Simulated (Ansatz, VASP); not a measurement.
# HfGe3: VASP beside Ansatz

File INCAR:

```
SYSTEM = HfGe3
  PREC = Accurate
  ENCUT = 520
  EDIFF = 1E-7
  ISMEAR = 1
  SIGMA = 0.025
  LREAL = .False.
  LASPH = .True.
  NELM = 100
  ALGO = Normal
  ISIF = 2
  LWAVE = .False.
  LCHARG = .True.
  GGA = PE
  LELF = .True.
  LVHAR = .True.
  NBANDS = 34
```

The input KPOINTS:

```
regular mesh
0
Gamma
  8 8 8
  0 0 0
```

File POSCAR:

```
HfGe3
1.0
    4.1893899931      0.0000000000      0.0000000000
    0.0000000000      4.1893899931      0.0000000000
    0.0000000000      0.0000000000      4.1893899931
Hf Ge
1 3
Direct
    0.0000000000      0.0000000000      0.0000000000
    0.0000000000      0.5000000000      0.5000000000
    0.5000000000      0.5000000000      0.0000000000
    0.5000000000      0.0000000000      0.5000000000
```

Input for Ansatz:

```yaml
crystal:
  lattice:
    - [4.1893899931, 0.0, 0.0]
    - [0.0, 4.1893899931, 0.0]
    - [0.0, 0.0, 4.1893899931]
  atoms:
    - { symbol: Hf, position: [0.0, 0.0, 0.0] }
    - { symbol: Ge, position: [0.0, 0.5, 0.5] }
    - { symbol: Ge, position: [0.5, 0.5, 0.0] }
    - { symbol: Ge, position: [0.5, 0.0, 0.5] }
basis:
  ecutwfc: 420
  ecutrho_ratio: 4
kpoints:
  mp_grid: { grid: [8, 8, 8] }
hamiltonian:
  xc: pbe
scf:
  occupations: { method: methfessel_paxton, width: 0.025 }
output:
  forces: true
  stress: true
  write_density: true
  write_potential: true
  elf: true
  volumetric_format: npy
```

Alike in both runs: task single point; functional PBE; k mesh 8 × 8 × 8; occupations methfessel-paxton of order 1, width 0.025 eV; no spin polarisation.

|  | VASP | Ansatz |
| --- | --- | --- |
| version | VASP 6.6.1 | Ansatz 0.2.0 |
| potentials or method | VASP PAW PBE potentials, release 64 (Hf_pv, Ge_d), cutoff 520 eV | scalar-relativistic, plane waves, PAW |
| valence electrons in the cell | 52 | 68 |

```csv
,VASP,Ansatz,Ansatz less VASP
gap on the k mesh at the Fermi level (eV),none,none,-
pressure (GPa),-0.3,0.0,+0.30
```

A gap of «none» marks a metal or a gap that the smearing closes. VASP's potentials hold 52 valence electrons a cell and Ansatz's 68, so a difference there can come from the potentials and not from the codes.

Neither program's run includes spin-orbit coupling.
